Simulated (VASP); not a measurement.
# Al2CrN3 (P3m1) in VASP: further runs

Al2CrN3 is run at these levels: PBE; tasks: single point, relaxation of cell and atoms.

Everything below comes from runs of VASP 6.6.1. Logs are shortened: lines on timing, memory, paths and dates and some standing lists are left out, and cuts for length are marked.

## Step 1: The cell of the first run

Symmetry: P3m1, No. 156, trigonal system. The conventional cell has a = 3.109 Å, b = 3.109 Å, c = 7.695 Å, α = 90.00°, β = 90.00°, γ = 120.00°. Within 2.5 Å of Al (site symmetry 3m) lie 4 N at 1.90 to 1.94 Å. Al (site symmetry 3m) has 4 N at 1.89 to 1.93 Å within 2.5 Å. Cr (site symmetry 3m) has 4 N at 1.92 to 1.96 Å within 2.5 Å. Within 2.5 Å of N (site symmetry 3m) lie 4 Al at 1.90 to 1.93 Å. N (site symmetry 3m) has 3 Al at 1.89 Å and 1 Cr at 1.96 Å within 2.5 Å. Within 2.5 Å of N (site symmetry 3m) lie 3 Cr at 1.92 Å and 1 Al at 1.94 Å.

## Step 2: Single point, PBE, collinear spin, ferromagnetic start

File INCAR:

```
PREC     = Accurate       # precision mode
ENCUT    = 520            # plane-wave cutoff, eV
EDIFF    = 1E-6           # SCF threshold, eV
ISMEAR   = 0              # smearing method
SIGMA    = 0.1            # smearing width, eV
LREAL    = False          # projectors in reciprocal space
LASPH    = True           # aspherical terms in the spheres
NELM     = 150            # most SCF steps
ALGO     = Normal         # electronic algorithm
ISIF     = 2              # what is computed and relaxed
LWAVE    = False          # write WAVECAR
LCHARG   = False          # write CHGCAR
ISPIN    = 2              # spin polarisation
MAGMOM   = 0 0 3 0 0 0    # initial moments
LORBIT   = 11             # projections on sites
LMAXMIX  = 4              # l up to which the mixer works
GGA      = PE             # functional
NBANDS   = 30             # bands
```

File KPOINTS:

```
Automatic mesh
0
Gamma
  6 6 2
```

File POSCAR:

```
Al2CrN3
1.0
    3.1087988642      0.0000000000      0.0000000000
   -1.5543994321      2.6922987916      0.0000000000
    0.0000000000      0.0000000000      7.6952721534
Al Cr N
2 1 3
Direct
    0.0000000000      0.0000000000     -0.0044577770
    0.3333333333      0.6666666667      0.6655384768
    0.6666666667      0.3333333333      0.3349081636
    0.3333333333      0.6666666667      0.9160204118
    0.6666666667      0.3333333333      0.5902222967
    0.0000000000      0.0000000000      0.2477684281
```

Potentials or basis: VASP PAW PBE potentials, release 64 (Al, Cr_pv, N).

The run is started by

```sh
cat potpaw_PBE.64/Al/POTCAR potpaw_PBE.64/Cr_pv/POTCAR potpaw_PBE.64/N/POTCAR > POTCAR
mpirun -np 1 vasp_std > vasp.out
```

OUTCAR:

```text
PREC = Accurate
   ENCUT = 520
   EDIFF = 1E-6
   ISMEAR = 0
   LREAL = False
   LASPH = True
   NELM = 150
   ISIF = 2
   ISPIN = 2
   LORBIT = 11
   GGA = PE

 ion  position               nearest neighbor table
   1  0.000  0.000  0.996-   4 1.90   4 1.90   4 1.90   6 1.94   2 3.11   2 3.11   2 3.11   3 3.17
                             3 3.17   3 3.17
   2  0.333  0.667  0.666-   5 1.89   5 1.89   5 1.89   4 1.93   1 3.11   1 3.11   1 3.11   3 3.11
                             3 3.11   3 3.11
   3  0.667  0.333  0.335-   6 1.92   6 1.92   6 1.92   5 1.96   2 3.11   2 3.11   2 3.11   1 3.17
                             1 3.17   1 3.17
   4  0.333  0.667  0.916-   1 1.90   1 1.90   1 1.90   2 1.93
   5  0.667  0.333  0.590-   2 1.89   2 1.89   2 1.89   3 1.96
   6  0.000  0.000  0.248-   3 1.92   3 1.92   3 1.92   1 1.94

  LATTYP: Found a hexagonal cell.
 ALAT       =     3.1087988642
 C/A-ratio  =     2.4753200479

  Lattice vectors:

 A1 = (   3.1087988642,   0.0000000000,   0.0000000000)
 A2 = (  -1.5543994321,   2.6922987916,   0.0000000000)
 A3 = (   0.0000000000,   0.0000000000,   7.6952721534)

Analysis of symmetry for initial positions (statically):
=====================================================================
 Subroutine PRICEL returns:
 Original cell was already a primitive cell.

 Routine SETGRP: Setting up the symmetry group for a
 hexagonal supercell.

 Subroutine GETGRP returns: Found  6 space group operations
 (whereof  6 operations were pure point group operations)
 out of a pool of 24 trial point group operations.

The static configuration has the point symmetry C_3v.

Analysis of symmetry for dynamics (positions and initial velocities):
=====================================================================
 Subroutine PRICEL returns:
 Original cell was already a primitive cell.

 Routine SETGRP: Setting up the symmetry group for a
 hexagonal supercell.

 Subroutine GETGRP returns: Found  6 space group operations
 (whereof  6 operations were pure point group operations)
 out of a pool of 24 trial point group operations.

The dynamic configuration has the point symmetry C_3v.

Analysis of structural, dynamic, and magnetic symmetry:
=====================================================================
 Subroutine PRICEL returns:
 Original cell was already a primitive cell.

 Routine SETGRP: Setting up the symmetry group for a
 hexagonal supercell.

 Subroutine GETGRP returns: Found  6 space group operations
 (whereof  6 operations were pure point group operations)
 out of a pool of 24 trial point group operations.

The overall configuration has the point symmetry C_3v.

 Subroutine INISYM returns: Found  6 space group operations
 (whereof  6 operations are pure point group operations),
 and found     1 'primitive' translations

----------------------------------------------------------------------------------------

                                     Primitive cell

  volume of cell :      64.4080

  direct lattice vectors                    reciprocal lattice vectors
     3.108798864  0.000000000  0.000000000     0.321667642  0.185714900  0.000000000
    -1.554399432  2.692298792  0.000000000     0.000000000  0.371429799  0.000000000
     0.000000000  0.000000000  7.695272153     0.000000000  0.000000000  0.129949920

  length of vectors
     3.108798864  3.108798864  7.695272153     0.371429799  0.371429799  0.129949920

  position of ions in fractional coordinates (direct lattice)
     0.000000000  0.000000000  0.995542223
     0.333333333  0.666666667  0.665538477
     0.666666667  0.333333333  0.334908164
     0.333333333  0.666666667  0.916020412
     0.666666667  0.333333333  0.590222297
     0.000000000  0.000000000  0.247768428

  ion indices of the primitive-cell ions
   primitive index   ion index
                 1           1
                 2           2
                 3           3
                 4           4
                 5           5
                 6           6

[... 37 lines left out ...]
  0.333333 -0.000000  0.500000      6.000000
  0.500000 -0.000000  0.500000      3.000000
  0.166667  0.166667  0.500000      6.000000
  0.333333  0.166667  0.500000     12.000000
  0.333333  0.333333  0.500000      2.000000
   k-points           NKPTS =     14   k-points in BZ     NKDIM =     14   number of bands    NBANDS=     30
   number of dos      NEDOS =    301   number of ions     NIONS =      6
   total plane-waves  NPLWV =  34560
   dimension x,y,z NGX =    24 NGY =   24 NGZ =   60
   dimension x,y,z NGXF=    48 NGYF=   48 NGZF=  120
   ions per type =               2   1   3
   NGX,Y,Z   is equivalent  to a cutoff of  12.83, 12.83, 12.96 a.u.
   NGXF,Y,Z  is equivalent  to a cutoff of  25.67, 25.67, 25.92 a.u.
 SYSTEM =  unknown system
   PREC   = accura    normal or accurate (medium, high low for compatibility)
   ISTART =      0    job   : 0-new  1-cont  2-samecut
   ICHARG =      2    charge: 1-file 2-atom 10-const
   ISPIN  =      2    spin polarized calculation?
   LNONCOLLINEAR =      F non collinear calculations
   LSORBIT =      F    spin-orbit coupling
   LASPH  =      T    aspherical Exc in radial PAW
   ENCUT  =  520.0 eV  38.22 Ry    6.18 a.u.   5.78  5.78 14.31*2*pi/ulx,y,z
   NELM   =    150;   NELMIN=  2; NELMDL= -5     # of ELM steps
   EDIFF  = 0.1E-05   stopping-criterion for ELM
   LREAL  =      F    real-space projection
   EDIFFG = 0.1E-04   stopping-criterion for IOM
   NSW    =      0    number of steps for IOM
   IBRION =     -1    ionic relax: 0-MD 1-quasi-New 2-CG
   NFREE  =      0    steps in history (QN), initial steepest desc. (CG)
   ISIF   =      2    stress and relaxation
   ISYM   =      2    0-nonsym 1-usesym 2-fastsym
   POTIM  = 0.5000    time-step for ionic-motion
   TEBEG  =    0.0;   TEEND  =   0.0 temperature during run
   PSTRESS=    0.0 pullay stress
   NELECT =      33.0000    total number of electrons
   NUPDOWN=      -1.0000    fix difference up-down
   EMIN   =  10.00;   EMAX   =-10.00  energy-range for DOS
   EFERMI =   0.00;   METHOD = LEGACY
   ISMEAR =     0;   SIGMA  =   0.10  broadening in eV -4-tet -1-fermi 0-gaus
   EFERMI_NEDOS =   21; number of points for ismear=-14 and -15
   IALGO  =     38    algorithm
   IMIX   =      4    mixing-type and parameters
     AMIX     =   0.40;   BMIX     =  1.00
     AMIX_MAG =   1.60;   BMIX_MAG =  1.00
  volume/ion in A,a.u.               =      10.73        72.44
  Fermi-wavevector in a.u.,A,eV,Ry     =   1.309985  2.475512 23.348409  1.716060
  Thomas-Fermi vector in A             =   2.440546
   LORBIT       =     11    0 simple, 1 ext, 2 COOP (PROOUT), +10 PAW based schemes
   GGA     = PE    functional components
   LHFCALC =     F    Hartree Fock is set to
   AEXX    =    0.0000 exact exchange contribution
   IVDW    =     0    specifies the selected vdW correction
   LEPSILON=     F    determine dielectric tensor
   LRPA    =     F    only Hartree local field effects (RPA)
 spin polarized calculation
 Gauss-broadening in eV      SIGMA  =   0.10
  energy-cutoff  :      520.00
  volume of cell :       64.41
 maximum number of plane-waves:      1746
 NGX is ok and might be reduce to    24
   NGX = 11   NGY = 11   NGZ = 29

 number of electron      32.9999987 magnetization       1.9401774

 Free energy of the ion-electron system (eV)
  ---------------------------------------------------
  ext. energy  EPLUGINS =         0.00000000
  ---------------------------------------------------
  free energy    TOTEN  =       -47.88780129 eV

  energy without entropy =      -47.88310744  energy(sigma->0) =      -47.88545437

 E-fermi :   8.0682     XC(G=0): -11.2321

 val. band max:        8.0327198865   @ k =   0.3333   0.3333   0.5000
 cond. band min:       8.0692718617   @ k =   0.5000  -0.0000   0.5000
 fundamental gap:      0.0365519752
 Fermi energy:         8.0682079188

 spin component 1

 k-point     1 :       0.0000    0.0000    0.0000
  band No.  band energies     occupation
      1     -36.5544      1.00000
      2     -36.2883      1.00000
      3     -36.2883      1.00000
      4      -9.0053      1.00000
      5      -7.8091      1.00000
      6      -7.5750      1.00000
[... 423 lines left out ...]
     27      16.5799      0.00000
     28      17.4788      0.00000
 Fermi energy:         8.0682079188

 spin component 2

 k-point     1 :       0.0000    0.0000    0.0000
  band No.  band energies     occupation
      1     -34.5667      1.00000
      2     -34.3236      1.00000
      3     -34.3236      1.00000
      4      -8.9940      1.00000
      5      -7.7989      1.00000
      6      -7.5792      1.00000
[... 423 lines left out ...]
     27      16.6375      0.00000
     28      17.6141      0.00000
 [bands above 28 left out]

------------------------ aborting loop because EDIFF is reached ----------------------------------------

  FORCE on cell =-STRESS in cart. coord.  units (eV):
  Direction    XX          YY          ZZ          XY          YZ          ZX
  --------------------------------------------------------------------------------------
  -------------------------------------------------------------------------------------
  Total       -0.1657193     -0.1657193     -0.1517049      0.0000000      0.0000000     -0.0000000
  in kB       -4.1223395     -4.1223395     -3.7737255      0.0000000      0.0000000     -0.0000000
  external PRESSURE =      -4.0061348 kB  Pullay stress =       0.0000000 kB

 VOLUME and BASIS-vectors are now :
 -----------------------------------------------------------------------------
  energy-cutoff  :      520.00
  volume of cell :       64.41
      direct lattice vectors                 reciprocal lattice vectors
     3.108798864  0.000000000  0.000000000     0.321667642  0.185714900  0.000000000
    -1.554399432  2.692298792  0.000000000     0.000000000  0.371429799  0.000000000
     0.000000000  0.000000000  7.695272153     0.000000000  0.000000000  0.129949920

 POSITION                                       TOTAL-FORCE (eV/Angst)
 -----------------------------------------------------------------------------------
      0.00000      0.00000      7.66097        -0.000000     -0.000000     -0.005378
     -0.00000      1.79487      5.12150        -0.000000     -0.000000     -0.016531
      1.55440      0.89743      2.57721        -0.000000     -0.000000     -0.007884
     -0.00000      1.79487      7.04903        -0.000000      0.000000      0.007425
      1.55440      0.89743      4.54192        -0.000000     -0.000000      0.057923
      0.00000      0.00000      1.90665         0.000000     -0.000000     -0.035556
 -----------------------------------------------------------------------------------
    total drift:                                0.000000     -0.000001     -0.000195

  FREE ENERGIE OF THE ION-ELECTRON SYSTEM (eV)
  ---------------------------------------------------
  free  energy   TOTEN  =       -47.8878012902 eV

  energy  without entropy=      -47.8831074407  energy(sigma->0) =      -47.88545437

 total charge

# of ion       s       p       d       tot
------------------------------------------
    1        0.364   0.429   0.000   0.793
    2        0.367   0.436   0.000   0.803
    3        0.362   6.373   4.218  10.953
    4        1.224   2.618   0.000   3.842
    5        1.230   2.596   0.000   3.826
    6        1.255   2.497   0.000   3.752
--------------------------------------------------
tot          4.802  14.950   4.218  23.970

 magnetization (x)

# of ion       s       p       d       tot
------------------------------------------
    1        0.003   0.002   0.000   0.005
    2        0.004   0.005   0.000   0.008
    3        0.021   0.013   1.884   1.919
    4       -0.000   0.001   0.000   0.001
    5       -0.001   0.002   0.000   0.000
    6       -0.006  -0.073   0.000  -0.079
--------------------------------------------------
tot          0.020  -0.050   1.884   1.854
```

Run time: 26 s. Hardware: 1 thread of Intel Xeon 6975P-C (Granite Rapids), shared host; peak memory 0.22 GiB.

Results:

```yaml
Free_energy: -47.8878 eV
Pressure: -0.4 GPa
Largest_force: 0.058 eV/Å
Net_moment: 1.94 μB per cell
Site_moments: Al +0.01; Cr +1.92; N +0.00, -0.08 μB
Valence_electrons_inside_the_program's_atomic_spheres: Al 0.79, 0.80; Cr 10.95; N 3.84, 3.83, 3.75
```

Forces in eV/Å, atoms in the order of the input:
```
Al   0.000  0.000 -0.005
Al   0.000  0.000 -0.017
Cr   0.000  0.000 -0.008
N    0.000  0.000  0.007
N    0.000  0.000  0.058
N    0.000  0.000 -0.036
```

Caveat: the k points lie up to 0.41 Å⁻¹ apart; a cell with one magnetic atom can't hold antiferromagnetic order, which such compounds often take.

## Step 3: Single point, PBE, collinear spin, ferromagnetic start

This run uses another cell than the first one, of 12.29 Å³/atom, 1.145 times its volume.

File INCAR:

```
PREC = Accurate
ENCUT = 520
EDIFF = 1E-6
ISMEAR = 0
SIGMA = 0.1
LREAL = F
LASPH = T
NELM = 150
ALGO = Normal
ISIF = 2
LWAVE = F
LCHARG = T
ISPIN = 2
MAGMOM = 0 0 3 0 0 0
LORBIT = 11
LMAXMIX = 4
GGA = PE
LELF = T
LVHAR = T
NBANDS = 30
```

File KPOINTS:

```
regular mesh
0
Gamma
  6 6 2
```

File POSCAR:

```
Al2CrN3
1.0
    3.2639803400      0.0000000000      0.0000000000
   -1.6319901700      2.8266898900      0.0000000000
    0.0000000000      0.0000000000      7.9950863700
Al Cr N
2 1 3
Direct
    0.0000000000      0.0000000000      0.0000000000
    0.3333333300      0.6666666700      0.6666666700
    0.6666666700      0.3333333300      0.3333333300
    0.3333333300      0.6666666700      0.9166666700
    0.6666666700      0.3333333300      0.5833333300
    0.0000000000      0.0000000000      0.2500000000
```

Potentials or basis: VASP PAW PBE potentials, release 64 (Al, Cr_pv, N).

The run is started by

```sh
cat potpaw_PBE.64/Al/POTCAR potpaw_PBE.64/Cr_pv/POTCAR potpaw_PBE.64/N/POTCAR > POTCAR
mpirun -np 1 vasp_std > vasp.out
```

Run time: 34 s. Hardware: 1 thread of Intel Xeon 6975P-C (Granite Rapids), shared host; peak memory 0.22 GiB.

The run converged. Its results:

* Free energy: -47.2540 eV
* Pressure: -18.0 GPa
* Largest force: 1.006 eV/Å
* Band gap on the k mesh: zero (filled and empty bands overlap)
* Net moment: 2.97 μB per cell
* Site moments: Al +0.01; Cr +2.75; N +0.01, -0.13 μB
* Valence electrons inside the program's atomic spheres: Al 0.71; Cr 10.73; N 3.73, 3.72, 3.69

Forces on the atoms (eV/Å):
```
Al   0.000  0.000 -0.285
Al   0.000  0.000 -0.152
Cr   0.000  0.000 -0.283
N    0.000  0.000  0.122
N    0.000  0.000  1.006
N    0.000  0.000 -0.408
```

Stress tensor (GPa, compression positive):
```
-19.41   0.00   0.00
  0.00 -19.41   0.00
  0.00   0.00 -15.22
```

Levels at points of the mesh, in eV from the Fermi level:
Spin up:
```
           k point  band 14  band 15  band 16  band 17  band 18  band 19  band 20  band 21  band 22  band 23
(0.00, 0.00, 0.00)    -2.48    -2.48    -1.23    -1.23     0.77     1.21     2.29     2.29     3.53     4.38
(0.50, 0.00, 0.00)    -3.56    -2.98    -1.45    -1.23    -0.71    -0.12     0.83     2.22     4.31     5.01
(0.00, 0.00, 0.50)    -2.45    -2.45    -1.23    -1.23     0.57     2.04     2.28     2.28     2.71     4.61
(0.50, 0.00, 0.50)    -3.47    -3.14    -1.32    -1.25    -0.77    -0.11     0.87     2.46     3.97     4.93
```
Spin down:
| k point | band 13 | band 14 | band 15 | band 16 | band 17 | band 18 |
| --- | --- | --- | --- | --- | --- | --- |
| (0.00, 0.00, 0.00) | -2.58 | -2.40 | -2.40 | 1.07 | 1.50 | 1.50 |
| (0.50, 0.00, 0.00) | -3.56 | -3.31 | -2.89 | 0.22 | 1.53 | 1.71 |
| (0.00, 0.00, 0.50) | -2.62 | -2.36 | -2.36 | 1.50 | 1.50 | 1.68 |
| (0.50, 0.00, 0.50) | -3.34 | -3.15 | -3.01 | 0.56 | 1.24 | 1.64 |

Caveat: the k points lie up to 0.39 Å⁻¹ apart; a cell with one magnetic atom can't hold antiferromagnetic order, which such compounds often take; forces of over 1 eV/Å act on the atoms, so gaps and moduli don't describe the material at rest. With open d or f shells a metallic result of PBE can be an artefact of self-interaction; +U or a hybrid may open a gap.

(Continued in part 2 of 2.)
